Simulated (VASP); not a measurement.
# Al30Cu (a cell with a defect) in VASP: a series of runs

Al30Cu (a cell with a defect) is run at these levels: LDA; tasks: single point.

All numbers are computed with VASP 6.6.1; they aren't measurements. Logs are shortened: lines on timing, memory, paths and dates and some standing lists are left out, and cuts for length are marked.

### Step 1. The cell of the first run

The cell holds a defect, 31 atoms: a = 8.100 Å, b = 8.100 Å, c = 8.100 Å, α = 90.00°, β = 90.00°, γ = 90.00°.

### Step 2. Single point, LDA

INCAR reads:

```
PREC = Accurate ; ENCUT = 520
EDIFF = 1E-6 ; ISMEAR = 0
SIGMA = 0.1 ; LREAL = Auto
LASPH = True ; NELM = 80
ALGO = Normal ; ISIF = 2
LWAVE = False ; LCHARG = False
NBANDS = 72
```

KPOINTS reads:

```
Automatic mesh
0
Gamma
  3 3 3
```

POSCAR reads:

```
Al30Cu
1.0
    8.1000000000      0.0000000000      0.0000000000
    0.0000000000      8.1000000000      0.0000000000
    0.0000000000      0.0000000000      8.1000000000
Al Cu
30 1
Direct
    0.4922583951     -0.0132204938     -0.0050159259
    0.7475271605      0.2501619753     -0.0003250617
    0.7503939506      0.0024607407      0.2499017284
    0.0017103704      0.0000903704      0.0019556790
    0.2512806173      0.2500700000      0.0022051852
    0.4922082716      0.5131709877     -0.0047661728
    0.7440748148      0.7501079012     -0.0060172840
    0.2511119753     -0.0026190123      0.2499259259
    0.5017902469      0.2501559259      0.2513538272
    0.7502787654      0.4979922222      0.2500444444
    0.5040471605     -0.0004260494      0.5053912346
    0.7524583951      0.2502574074      0.4983955556
    0.7466527160     -0.0011820988      0.7476764198
    0.0016237037      0.5002617284      0.0021182716
    0.0020040741      0.2502246914      0.2514943210
    0.2510146914      0.5030092593      0.2500232099
    0.4994904938      0.7501308642      0.2524858025
    0.0004071605      0.0009256790      0.5000692593
    0.2524428395      0.2502520988      0.5008453086
    0.5039306173      0.5009127160      0.5056803704
    0.7505871605      0.7502803704      0.5018612346
    0.2494111111     -0.0025751852      0.7539525926
    0.5028075309      0.2500569136      0.7498256790
    0.7464865432      0.5015985185      0.7477814815
    0.0022925926      0.7502319753      0.2478643210
    0.0002793827      0.4996174074      0.5001411111
    0.2562596296      0.7501845679      0.5082711111
   -0.0047562963      0.2501838272      0.7489795062
    0.2492270370      0.5027934568      0.7541440741
    0.0016807407      0.7501641975      0.7557935802
    0.4524987654      0.7497191358     -0.2277365432
```

Potentials or basis: VASP PAW LDA potentials, release 64 (Al, Cu).

Launch:

```
cat potpaw_LDA.64/Al/POTCAR potpaw_LDA.64/Cu/POTCAR > POTCAR
mpirun -np 1 vasp_std > vasp.out
```

OUTCAR:

```text
PREC = Accurate
   ENCUT = 520
   EDIFF = 1E-6
   ISMEAR = 0
   LREAL = Auto
   LASPH = True
   NELM = 80
   ISIF = 2

 ion  position               nearest neighbor table
   1  0.492  0.987  0.995-  31 2.65  22 2.77   7 2.80  17 2.83   8 2.84  13 2.88   5 2.89  23 2.92
                             3 2.94   2 2.97   9 2.98
   2  0.748  0.250  1.000-  23 2.83   9 2.85   3 2.85  10 2.85  28 2.85  24 2.88  13 2.88  14 2.89
                             4 2.89  15 2.90   6 2.97   1 2.97
   3  0.750  0.002  0.250-  12 2.84   9 2.84   2 2.85   4 2.86  15 2.86  18 2.86  11 2.87  17 2.88
                            25 2.89  21 2.89   7 2.91   1 2.94
   4  0.002  0.000  0.002-  22 2.84  25 2.84  30 2.84   8 2.85   3 2.86   5 2.86  15 2.86  28 2.88
                             2 2.89   7 2.91  13 2.92
   5  0.251  0.250  0.002-  15 2.86   4 2.86   9 2.86  14 2.86   8 2.87  16 2.87  29 2.87  22 2.87
                            23 2.89   6 2.89   1 2.89  28 2.92
   6  0.492  0.513  0.995-  31 2.65  29 2.77   7 2.80  17 2.83  16 2.84  24 2.88   5 2.89  23 2.92
                            10 2.94   2 2.97   9 2.97
   7  0.744  0.750  0.994-   1 2.80   6 2.80  24 2.83  13 2.84  30 2.84  17 2.88  14 2.91   4 2.91
                            10 2.91   3 2.91  25 2.93  31 2.97
   8  0.251  0.997  0.250-  17 2.84  25 2.84   1 2.84   4 2.85   5 2.87  18 2.87  15 2.88   9 2.88
                            19 2.89  27 2.90  11 2.91
   9  0.502  0.250  0.251-   3 2.84  10 2.84   2 2.85  12 2.85  19 2.86   5 2.86   8 2.88  16 2.88
[... 30 lines left out ...]
                             2 2.88  30 2.89  14 2.92
  25  0.002  0.750  0.248-  14 2.84   4 2.84  16 2.84   8 2.84  26 2.88  18 2.88   3 2.89  10 2.89
                            21 2.90   7 2.93  27 2.95
  26  0.000  0.500  0.500-  12 2.85  15 2.85  28 2.85  10 2.86  21 2.87  16 2.87  24 2.87  19 2.87
                            25 2.88  29 2.88  30 2.90  27 2.90
  27  0.256  0.750  0.508-  31 2.66  22 2.82  29 2.83  20 2.85  11 2.85  17 2.86  30 2.88  16 2.90
                             8 2.90  26 2.90  18 2.90  25 2.95
  28  0.995  0.250  0.749-  12 2.83  18 2.85  26 2.85   2 2.85  13 2.86  24 2.86   4 2.88  14 2.88
                            19 2.89  29 2.90  22 2.90   5 2.92
  29  0.249  0.503  0.754-  31 2.59   6 2.77  27 2.83  30 2.83  14 2.84   5 2.87  26 2.88  20 2.88
                            19 2.90  23 2.90  28 2.90
  30  0.002  0.750  0.756-  29 2.83  22 2.84   4 2.84   7 2.84  14 2.84  27 2.88  13 2.89  24 2.89
                            21 2.89  26 2.90  18 2.90
  31  0.452  0.750  0.772-  29 2.59  22 2.60   6 2.65   1 2.65  27 2.66   7 2.97  20 2.98  11 2.99

  LATTYP: Found a simple cubic cell.
 ALAT       =     8.1000000000

  Lattice vectors:

 A1 = (   8.1000000000,   0.0000000000,   0.0000000000)
 A2 = (   0.0000000000,   8.1000000000,   0.0000000000)
 A3 = (   0.0000000000,   0.0000000000,   8.1000000000)

Analysis of symmetry for initial positions (statically):
=====================================================================
 Subroutine PRICEL returns:
 Original cell was already a primitive cell.

 Routine SETGRP: Setting up the symmetry group for a
 simple cubic supercell.

 Subroutine GETGRP returns: Found  1 space group operations
 (whereof  1 operations were pure point group operations)
 out of a pool of 48 trial point group operations.

The static configuration has the point symmetry C_1 .

Analysis of symmetry for dynamics (positions and initial velocities):
=====================================================================
 Subroutine PRICEL returns:
 Original cell was already a primitive cell.

 Routine SETGRP: Setting up the symmetry group for a
 simple cubic supercell.

 Subroutine GETGRP returns: Found  1 space group operations
 (whereof  1 operations were pure point group operations)
 out of a pool of 48 trial point group operations.

The dynamic configuration has the point symmetry C_1 .

 Subroutine INISYM returns: Found  1 space group operations
 (whereof  1 operations are pure point group operations),
 and found     1 'primitive' translations

----------------------------------------------------------------------------------------

                                     Primitive cell

  volume of cell :     531.4410

  direct lattice vectors                    reciprocal lattice vectors
     8.100000000  0.000000000  0.000000000     0.123456790  0.000000000  0.000000000
     0.000000000  8.100000000  0.000000000     0.000000000  0.123456790  0.000000000
     0.000000000  0.000000000  8.100000000     0.000000000  0.000000000  0.123456790

  length of vectors
     8.100000000  8.100000000  8.100000000     0.123456790  0.123456790  0.123456790

  position of ions in fractional coordinates (direct lattice)
     0.492258395  0.986779506  0.994984074
[... 84 lines left out ...]
     0.000000000  0.000000000  0.000000000

 Subroutine IBZKPT returns following result:
 ===========================================

 Found     14 irreducible k-points:

 Following reciprocal coordinates:
            Coordinates               Weight
  0.000000  0.000000  0.000000      1.000000
  0.333333  0.000000  0.000000      2.000000
  0.000000  0.333333  0.000000      2.000000
  0.000000  0.000000  0.333333      2.000000
  0.333333  0.333333  0.000000      2.000000
  0.000000  0.333333  0.333333      2.000000
  0.333333  0.000000  0.333333      2.000000
 -0.333333  0.333333  0.000000      2.000000
 -0.333333  0.000000  0.333333      2.000000
  0.000000 -0.333333  0.333333      2.000000
  0.333333  0.333333  0.333333      2.000000
 -0.333333  0.333333  0.333333      2.000000
 -0.333333 -0.333333  0.333333      2.000000
  0.333333 -0.333333  0.333333      2.000000
   k-points           NKPTS =     14   k-points in BZ     NKDIM =     14   number of bands    NBANDS=     72
   number of dos      NEDOS =    301   number of ions     NIONS =     31
   total plane-waves  NPLWV = 216000
   dimension x,y,z NGX =    60 NGY =   60 NGZ =   60
   dimension x,y,z NGXF=   120 NGYF=  120 NGZF=  120
   ions per type =              30   1
   NGX,Y,Z   is equivalent  to a cutoff of  12.31, 12.31, 12.31 a.u.
   NGXF,Y,Z  is equivalent  to a cutoff of  24.63, 24.63, 24.63 a.u.
 SYSTEM =  unknown system
   PREC   = accura    normal or accurate (medium, high low for compatibility)
   ISTART =      0    job   : 0-new  1-cont  2-samecut
   ICHARG =      2    charge: 1-file 2-atom 10-const
   ISPIN  =      1    spin polarized calculation?
   LNONCOLLINEAR =      F non collinear calculations
   LSORBIT =      F    spin-orbit coupling
   LASPH  =      T    aspherical Exc in radial PAW
   ENCUT  =  520.0 eV  38.22 Ry    6.18 a.u.  15.06 15.06 15.06*2*pi/ulx,y,z
   NELM   =     80;   NELMIN=  2; NELMDL= -5     # of ELM steps
   EDIFF  = 0.1E-05   stopping-criterion for ELM
   LREAL  =      T    real-space projection
   EDIFFG = 0.1E-04   stopping-criterion for IOM
   NSW    =      0    number of steps for IOM
   IBRION =     -1    ionic relax: 0-MD 1-quasi-New 2-CG
   NFREE  =      0    steps in history (QN), initial steepest desc. (CG)
   ISIF   =      2    stress and relaxation
   ISYM   =      2    0-nonsym 1-usesym 2-fastsym
   POTIM  = 0.5000    time-step for ionic-motion
   TEBEG  =    0.0;   TEEND  =   0.0 temperature during run
   PSTRESS=    0.0 pullay stress
   NELECT =     101.0000    total number of electrons
   NUPDOWN=      -1.0000    fix difference up-down
   EMIN   =  10.00;   EMAX   =-10.00  energy-range for DOS
   EFERMI =   0.00;   METHOD = LEGACY
   ISMEAR =     0;   SIGMA  =   0.10  broadening in eV -4-tet -1-fermi 0-gaus
   EFERMI_NEDOS =   21; number of points for ismear=-14 and -15
   IALGO  =     38    algorithm
   IMIX   =      4    mixing-type and parameters
     AMIX     =   0.40;   BMIX     =  1.00
     AMIX_MAG =   1.60;   BMIX_MAG =  1.00
  volume/ion in A,a.u.               =      17.14       115.69
  Fermi-wavevector in a.u.,A,eV,Ry     =   0.941233  1.778672 12.053656  0.885919
  Thomas-Fermi vector in A             =   2.068723
   LORBIT       =      0    0 simple, 1 ext, 2 COOP (PROOUT), +10 PAW based schemes
   GGA     = CA    functional components
   LHFCALC =     F    Hartree Fock is set to
   AEXX    =    0.0000 exact exchange contribution
   IVDW    =     0    specifies the selected vdW correction
   LEPSILON=     F    determine dielectric tensor
   LRPA    =     F    only Hartree local field effects (RPA)
 non-spin polarized calculation
 Gauss-broadening in eV      SIGMA  =   0.10
  energy-cutoff  :      520.00
  volume of cell :      531.44
 maximum number of plane-waves:     14358
   NGX = 31   NGY = 31   NGZ = 31

 number of electron     101.0000002 magnetization

 Free energy of the ion-electron system (eV)
  ---------------------------------------------------
  ext. energy  EPLUGINS =         0.00000000
  ---------------------------------------------------
  free energy    TOTEN  =      -129.39644883 eV

  energy without entropy =     -129.34250812  energy(sigma->0) =     -129.36947847

 E-fermi :   7.0908     XC(G=0): -10.2059

 val. band max:        7.0651065441   @ k =   0.3333   0.0000   0.0000
 cond. band min:       7.1223124072   @ k =   0.3333   0.3333   0.0000
 fundamental gap:      0.0572058632
 Fermi energy:         7.0907631602

 k-point     1 :       0.0000    0.0000    0.0000
  band No.  band energies     occupation
      1      -3.5603      2.00000
      2      -1.4320      2.00000
      3      -1.4174      2.00000
      4      -1.3851      2.00000
      5      -1.3848      2.00000
      6      -1.2600      2.00000
[... 899 lines left out ...]
     61       8.9781      0.00000
     62       9.0104      0.00000
 [bands above 62 left out]

------------------------ aborting loop because EDIFF is reached ----------------------------------------

  FORCE on cell =-STRESS in cart. coord.  units (eV):
  Direction    XX          YY          ZZ          XY          YZ          ZX
  --------------------------------------------------------------------------------------
  -------------------------------------------------------------------------------------
  Total      -17.3878317    -16.4961879    -17.3197795      0.0087724     -0.0047039      0.0283894
  in kB      -52.4204751    -49.7323658    -52.2153129      0.0264468     -0.0141812      0.0855878
  external PRESSURE =     -51.4560513 kB  Pullay stress =       0.0000000 kB

 VOLUME and BASIS-vectors are now :
 -----------------------------------------------------------------------------
  energy-cutoff  :      520.00
  volume of cell :      531.44
      direct lattice vectors                 reciprocal lattice vectors
     8.100000000  0.000000000  0.000000000     0.123456790  0.000000000  0.000000000
     0.000000000  8.100000000  0.000000000     0.000000000  0.123456790  0.000000000
     0.000000000  0.000000000  8.100000000     0.000000000  0.000000000  0.123456790

 POSITION                                       TOTAL-FORCE (eV/Angst)
 -----------------------------------------------------------------------------------
      3.98729      7.99291      8.05937        -0.002914      0.000310      0.013894
      6.05497      2.02631      8.09737        -0.003239      0.000157      0.005223
      6.07819      0.01993      2.02420        -0.003721     -0.004336      0.011540
      0.01385      0.00073      0.01584        -0.005125     -0.014113     -0.004840
      2.03537      2.02557      0.01786        -0.003788      0.000720     -0.009339
      3.98689      4.15669      8.06139        -0.002609      0.002903      0.012077
[... 23 lines left out ...]
      0.01361      6.07633      6.12193        -0.048539      0.000479     -0.017069
      3.66524      6.07272      6.25533         0.278804      0.003265     -0.168234
 -----------------------------------------------------------------------------------
    total drift:                               -0.013630     -0.002500     -0.011474

  FREE ENERGIE OF THE ION-ELECTRON SYSTEM (eV)
  ---------------------------------------------------
  free  energy   TOTEN  =      -129.3964488253 eV

  energy  without entropy=     -129.3425081188  energy(sigma->0) =     -129.36947847
```

Wall time 9.4 min (1 thread of Intel Xeon Platinum 8488C (Sapphire Rapids), shared host); peak memory 0.57 GiB.

Results:

| Property | Result |
| --- | --- |
| Free energy | -129.3964 eV |
| Pressure | -5.1 GPa |
| Largest force | 0.326 eV/Å |
| Band gap on the k mesh | zero (an odd number of electrons rules out a gap without spin polarisation) |

Forces on the atoms (eV/Å):
```
Al  -0.003  0.000  0.014
Al  -0.003  0.000  0.005
Al  -0.004 -0.004  0.012
Al  -0.005 -0.014 -0.005
Al  -0.004  0.001 -0.009
Al  -0.003  0.003  0.012
Al  -0.015  0.000  0.006
Al  -0.003  0.002  0.002
Al  -0.003  0.001  0.011
Al  -0.004  0.005  0.011
Al  -0.016 -0.013  0.017
Al  -0.014 -0.001  0.007
Al  -0.020  0.005  0.010
Al  -0.005  0.014 -0.006
Al  -0.008  0.000  0.004
Al  -0.001 -0.001  0.002
Al  -0.002  0.001 -0.005
Al  -0.011  0.002  0.005
Al  -0.008 -0.001  0.031
Al  -0.015  0.012  0.014
Al  -0.010 -0.001 -0.003
Al   0.002 -0.057  0.020
Al  -0.020  0.001  0.006
Al  -0.018 -0.006  0.009
Al  -0.009  0.000  0.006
Al  -0.010 -0.005  0.005
Al  -0.031  0.000 -0.015
Al   0.010  0.000  0.000
Al   0.001  0.055  0.020
Al  -0.049  0.000 -0.017
Cu   0.279  0.003 -0.168
```

Levels at points of the mesh, in eV from the Fermi level:
| k point | band 48 | band 49 | band 50 | band 51 | band 52 | band 53 | band 54 | band 55 |
| --- | --- | --- | --- | --- | --- | --- | --- | --- |
| (0.00, 0.00, 0.00) | -0.11 | -0.08 | -0.03 | 0.66 | 0.71 | 0.72 | 0.74 | 0.82 |

### Step 3. Single point, LDA

INCAR reads:

```
SYSTEM = Al30Cu
PREC = Accurate ; ENCUT = 520
EDIFF = 1E-6 ; ISMEAR = 0
SIGMA = 0.1 ; LREAL = Auto
LASPH = .True. ; NELM = 60
ALGO = Normal ; ISIF = 2
LWAVE = .False. ; LCHARG = .False.
GGA = CA ; NBANDS = 72
```

KPOINTS reads:

```
Automatic mesh
0
Gamma
  3 3 3
  0 0 0
```

POSCAR reads:

```
Al30Cu
1.0
    8.1000000000      0.0000000000      0.0000000000
    0.0000000000      8.1000000000      0.0000000000
    0.0000000000      0.0000000000      8.1000000000
Al Cu
30 1
Direct
    0.4917340741     -0.0121062963     -0.0053050617
    0.7477875309      0.2503287654      0.0005175309
    0.7499723457      0.0028461728      0.2495839506
    0.0014593827      0.0026055556      0.0043266667
    0.2506395062      0.2502061728      0.0053596296
    0.4917540741      0.5121666667     -0.0049843210
    0.7465317284      0.7502502469     -0.0048729630
    0.2499774074     -0.0027434568      0.2507693827
    0.5011554321      0.2503024691      0.2502324691
    0.7498302469      0.4979383951      0.2497085185
    0.5054667901      0.0020693827      0.5041144444
    0.7536369136      0.2504339506      0.4984546914
    0.7490423457     -0.0016407407      0.7478846914
    0.0014076543      0.4980630864      0.0045416049
    0.0015156790      0.2503788889      0.2528596296
    0.2498877778      0.5034783951      0.2508669136
    0.4987177778      0.7502524691      0.2530835802
    0.0004377778     -0.0002755556      0.5002676543
    0.2519582716      0.2504819753      0.4965777778
    0.5053733333      0.4987624691      0.5044719753
    0.7510850617      0.7504718519      0.5030266667
    0.2466060494      0.0104004938      0.7511924691
    0.5049382716      0.2501835802      0.7501928395
    0.7488953086      0.5023760494      0.7479822222
    0.0024554321      0.7504277778      0.2485883951
    0.0002896296      0.5012200000      0.5002895062
    0.2590843210      0.7503838272      0.5113737037
   -0.0077416049      0.2503740741      0.7501640741
    0.2464211111      0.4902027160      0.7514088889
    0.0100996296      0.7503243210      0.7604402469
    0.3965417284      0.7498202469     -0.1944771605
```

Potentials or basis: VASP PAW LDA potentials, release 64 (Al, Cu).

Launch:

```
cat potpaw_LDA.64/Al/POTCAR potpaw_LDA.64/Cu/POTCAR > POTCAR
mpirun -np 1 vasp_std > vasp.out
```

Wall time 25 min (1 thread of Oxide Virtual Turin-like, shared host); peak memory 0.54 GiB.

It converged, with:

| Item | Value |
| --- | --- |
| Free energy | -129.1961 eV |
| Pressure | -4.7 GPa |
| Largest force | 0.274 eV/Å |
| Band gap on the k mesh | zero (an odd number of electrons rules out a gap without spin polarisation) |

Forces on the atoms (eV/Å):
```
Al  -0.005  0.014  0.018
Al   0.003 -0.001  0.005
Al  -0.002 -0.004  0.006
Al  -0.008 -0.009 -0.003
Al   0.000  0.001 -0.006
Al  -0.006 -0.009  0.016
Al  -0.024  0.001 -0.005
Al   0.001  0.005  0.004
Al  -0.006  0.000  0.015
Al   0.001  0.005  0.008
Al  -0.009 -0.015  0.020
Al  -0.007 -0.001 -0.004
Al  -0.014  0.007  0.004
Al  -0.007  0.010 -0.005
Al   0.001 -0.001  0.000
Al   0.001 -0.005  0.005
Al   0.001  0.001  0.001
Al  -0.009  0.004  0.001
Al  -0.005 -0.001  0.025
Al  -0.009  0.014  0.016
Al   0.002 -0.002  0.004
Al  -0.009 -0.040  0.026
Al  -0.014  0.002  0.004
Al  -0.012 -0.007  0.003
Al  -0.008 -0.001  0.003
Al  -0.005 -0.009  0.003
Al  -0.031 -0.001 -0.023
Al  -0.005  0.000  0.000
Al  -0.013  0.027  0.023
Al  -0.027  0.000 -0.012
Cu   0.226  0.013 -0.154
```

Stress tensor (GPa, compression positive):
```
-5.09  0.00  0.06
 0.00 -4.13  0.00
 0.06  0.00 -5.00
```

Levels at points of the mesh, in eV from the Fermi level:
```tsv
k point	band 49	band 50	band 51	band 52	band 53	band 54
(0.00, 0.00, 0.00)	-0.05	0.04	0.57	0.68	0.70	0.73
```

The gap in the log of VASP goes by the Fermi energy; the results here count the filled bands.